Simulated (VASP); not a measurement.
TaAs, 4 atoms in the cell. It takes space group I4_1md (No. 109, tetragonal). The conventional cell has a = 3.444 Å, b = 3.444 Å, c = 11.736 Å, α = 90.00°, β = 90.00°, γ = 90.00°. Within 3.5 Å of Ta (site symmetry 2mm) lie 6 As at 2.61 to 2.62 Å and 8 Ta at 3.40 to 3.44 Å. As (site symmetry 2mm) has 6 Ta at 2.61 to 2.62 Å and 8 As at 3.40 to 3.44 Å within 3.5 Å. 

| Property | Result |
| --- | --- |
| Program | VASP 6.6.1 |
| Task | single point |
| Functional | LDA |
| Potentials or basis | VASP PAW LDA potentials, release 64 (Ta_sv_GW, As_d) |
| Cutoff | 510 eV |
| k mesh | 11 × 11 × 11 |
| Occupations | fermi-dirac, width 0.05 eV |
| Spin | no spin polarisation |
| Hubbard terms | Ta d U = 1.0 eV |
| Dipole correction | no |
| Further INCAR settings | ALGO = Normal; EDIFF = 1e-06; NBANDS = 36 |

Potentials or basis: VASP PAW LDA potentials, release 64 (Ta_sv_GW, As_d).

Run with:

```sh
$ cat potpaw_LDA.64/Ta_sv_GW/POTCAR potpaw_LDA.64/As_d/POTCAR > POTCAR
$ mpirun -np 1 vasp_std > vasp.out
```

Hardware: 1 thread of Intel(R) Xeon(R) Platinum 8488C (Sapphire Rapids), with other jobs on the host.

Problem. How long does it take, and how much memory?

Solution. It took 11 min on 1 thread of Intel(R) Xeon(R) Platinum 8488C (Sapphire Rapids) (shared host), peak memory 0.45 GiB. Counts: scf iterations 17, k points 126.
